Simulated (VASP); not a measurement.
Here is a VASP 6.6.1 calculation.

Contents of INCAR:

```
SYSTEM = TaN
  PREC = Accurate
  ENCUT = 520
  EDIFF = 1E-6
  ISMEAR = 0
  SIGMA = 0.15
  LREAL = .False.
  LASPH = .True.
  NELM = 80
  ALGO = Normal
  ISIF = 2
  LWAVE = .False.
  LCHARG = .True.
  GGA = PS
  LELF = .True.
  LVHAR = .True.
  NBANDS = 15
```

File KPOINTS:

```
Automatic mesh
0
Gamma
  18 18 16
  0 0 0
```

File POSCAR:

```
TaN
1.0
    2.9379988584      0.0000000000      0.0000000000
   -1.4689994292      2.5443816477      0.0000000000
    0.0000000000      0.0000000000      2.8830000000
Ta N
1 1
Direct
    0.3565808816      0.6836850531      0.5150195179
    0.0000000000      0.0000000000      0.0000000000
```

Potentials or basis: VASP PAW PBE potentials, release 64 (Ta_pv, N).

Command:

```sh
$ cat potpaw_PBE.64/Ta_pv/POTCAR potpaw_PBE.64/N/POTCAR > POTCAR
$ mpirun -np 1 vasp_std > vasp.out
```

Problem. What does it give for the largest force?

Solution. 1.023 eV/Å.

Problem. Estimate the band gap on the k mesh.

Solution. Zero (bands 8 and 9 overlap by 0.24 eV).

Problem. What does it give for the pressure?

Solution. -3.2 GPa.

Stress tensor (GPa, compression positive):
```
-2.73  0.81  0.75
 0.81 -3.94  0.69
 0.75  0.69 -2.78
```

Caveat: the cell differs from its parent crystal (all Ta atoms moved +0.075 Å, as atom 1 along Cartesian [1 1 1]); the cell stands under tension; the PAW data sets were made with another functional, which shifts forces and pressure a little; spin-orbit coupling is left out, which moves the levels of the heavy elements.
